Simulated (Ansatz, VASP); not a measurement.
## Two plane-wave programs on Zn

```
Zn
1.0
     2.66489    0.00000    0.00000
     0.00000    2.66489    0.00000
     0.00000    0.00000    2.66489
Zn
1
Direct
  0.00000 0.00000 0.00000
```

Alike in both runs: functional PBE; k mesh 6 × 6 × 6; occupations gaussian, width 0.1 eV; no spin polarisation.

Ansatz relaxed the structure, and its values are those at the end. VASP's run is a single point on that final structure, the one shown.

|  | VASP | Ansatz |
| --- | --- | --- |
| version | VASP 6.6.1 | Ansatz 0.2.0 |
| potentials or method | VASP PAW PBE potentials, release 64 (Zn), cutoff 520 eV | scalar-relativistic, plane waves, PAW |
| valence electrons in the cell | 12 | 12 |

|  | VASP | Ansatz | Ansatz less VASP |
| --- | --- | --- | --- |
| gap on the k mesh at the Fermi level (eV) | none | none | - |
| pressure (GPa) | -0.1 | -0.2 | -0.17 |

A gap of «none» marks a metal or a gap that the smearing closes.

The k mesh is coarse, so the values compare programs but aren't converged.
